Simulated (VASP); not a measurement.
Input of a VASP 6.6.1 run:

INCAR

```
SYSTEM = Sr
ALGO = Normal ; EDIFF = 1E-6
EDIFFG = -0.005 ; ENCUT = 600
GGA = PS ; IBRION = 2
ISIF = 3 ; ISMEAR = -1
LASPH = .TRUE. ; LCHARG = .FALSE.
LREAL = .FALSE. ; LWAVE = .FALSE.
NELM = 80 ; NSW = 60
PREC = Accurate ; PSTRESS = 360.0
SIGMA = 0.08
```

File KPOINTS:

```
k-points
0
G
  15 15 15
  0 0 0
```

POSCAR

```
Sr
1.0
   -1.7536248674      1.7536248674      1.7536248674
    1.7536248674     -1.7536248674      1.7536248674
    1.7536248674      1.7536248674     -1.7536248674
Sr
1
Direct
    0.0000000000      0.0000000000      0.0000000000
```

Potentials or basis: VASP PAW PBE potentials, release 64 (Sr_sv).

Run with:

```console
$ cat potpaw_PBE.64/Sr_sv/POTCAR > POTCAR
$ mpirun -np 1 vasp_std > vasp.out
```

Task: Predict the band gap on the k mesh.

Result: Zero (band 5 reaches 6.88 eV, above the bottom of band 6 at 3.52 eV).

Task: Estimate the space group after relaxing (to 0.05 Å).

Result: Im-3m (No. 229).

Task: What does it give for the relaxed volume?

Result: 22.27 Å³/atom.

The path:
| step | energy change (eV) | largest force (eV/Å) | pressure (GPa) | volume (Å³) |
| --- | --- | --- | --- | --- |
| 1 | 0.0000 | 0.0000 | 39.02 | 21.57 |
| 2 | -0.2930 | 0.0000 | 33.64 | 22.87 |
| 3 | -0.1633 | 0.0000 | 35.99 | 22.27 |

Caveat: the cell is relaxed towards a set pressure, so the enthalpy falls and the energy may rise; the PAW data sets were made with another functional, which shifts forces and pressure a little.
